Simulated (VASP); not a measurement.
Input of a VASP 6.6.1 run:

The input INCAR:

```
  ALGO = Normal
  EDIFF = 1E-7
  ENCUT = 520
  GGA = PE
  ISIF = 2
  ISMEAR = 0
  LASPH = T
  LCHARG = T
  LELF = T
  LREAL = F
  LVHAR = T
  LWAVE = F
  NBANDS = 26
  NELM = 60
  PREC = Accurate
  SIGMA = 0.1
```

The input KPOINTS:

```
k-points
0
Gamma
  6 6 4
```

File POSCAR:

```
Zn2Si2N
1.0
    2.9433988384      0.0000000021      0.0000000000
   -1.4716994210      2.5490581665      0.0000000000
    0.0000000000      0.0000000000     10.2760486706
Zn Si N
2 2 1
Direct
    0.6666666667      0.3333333333      0.2673254432
    0.6666666667      0.3333333333      0.7326745568
    0.3333333333      0.6666666667      0.5000000000
    0.6666666667      0.3333333333      0.0000000000
    0.3333333333      0.6666666667      0.0000000000
```

Potentials or basis: VASP PAW PBE potentials, release 64 (Zn, Si, N).

Run with:

```bash
$ cat potpaw_PBE.64/Zn/POTCAR potpaw_PBE.64/Si/POTCAR potpaw_PBE.64/N/POTCAR > POTCAR
$ mpirun -np 1 vasp_std > vasp.out
```

(1) Estimate the pressure.

## Answers

(1) -0.3 GPa.

Caveat: the k points lie up to 0.41 Å⁻¹ apart.
